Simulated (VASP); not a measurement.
Write the native input for VASP 6.6.1 that does the following.

```yaml
Task: single point
Functional: PBE-based global hybrid
Potentials_or_basis: VASP PAW PBE potentials, release 64 (Mg, O)
Cutoff: 520 eV
k_mesh: 6 × 6 × 6
Occupations: gaussian, width 0.05 eV
Spin: no spin polarisation
Dipole_correction: no
Grid_for_exact_exchange_PRECFOCK: Normal
Share_of_exact_exchange: 0.35
Further_INCAR_settings: ALGO = Normal; EDIFF = 1e-06; NBANDS = 11
```

The system is MgO.

```
Mg O
1.0
     0.00000    2.13515    2.13515
     2.13515    0.00000    2.13515
     2.13515    2.13515    0.00000
Mg O
1 1
Direct
  0.00000 0.00000 0.00000
  0.50000 0.50000 0.50000
```

One way to write it, as run:

POSCAR

```
MgO
1.0
    0.0000000000      2.1351491430      2.1351491430
    2.1351491430      0.0000000000      2.1351491430
    2.1351491430      2.1351491430      0.0000000000
Mg O
1 1
Direct
    0.0000000000      0.0000000000      0.0000000000
    0.5000000000      0.5000000000      0.5000000000
```

INCAR.step1

```
  PREC = Accurate
  ENCUT = 520
  EDIFF = 1E-5
  ISMEAR = 0
  SIGMA = 0.05
  LREAL = False
  LASPH = True
  NELM = 80
  ALGO = Normal
  ISIF = 2
  LWAVE = True
  LCHARG = False
  NBANDS = 11
  GGA = PE
```

INCAR.step2

```
  PREC = Accurate
  ENCUT = 520
  EDIFF = 1E-6
  ISMEAR = 0
  SIGMA = 0.05
  LREAL = False
  LASPH = True
  NELM = 80
  ALGO = Normal
  ISIF = 2
  LWAVE = False
  LCHARG = False
  GGA = PE
  LHFCALC = True
  AEXX = 0.35
  PRECFOCK = Normal
  NBANDS = 11
  ISTART = 1
```

KPOINTS

```
Automatic mesh
0
Gamma
  6 6 6
```

Potentials or basis: VASP PAW PBE potentials, release 64 (Mg, O).

Command:

```console
$ cat potpaw_PBE.64/Mg/POTCAR potpaw_PBE.64/O/POTCAR > POTCAR
$ cp INCAR.step1 INCAR
$ mpirun -np 1 vasp_std > vasp.out
$ cp INCAR.step2 INCAR
$ mpirun -np 1 vasp_std > vasp.out
```

Results of the run:

- Pressure: -9.8 GPa
- Band gap on the k mesh: 7.77 eV, direct

Caveat: the k points lie up to 0.42 Å⁻¹ apart; the PAW data sets were made with another functional, which shifts forces and pressure a little.

Wall time 6.9 min on 1 thread of Intel(R) Xeon(R) Platinum 8259CL CPU @ 2.50GHz (Skylake/Cascade Lake), on a shared host, peak memory 0.16 GiB.
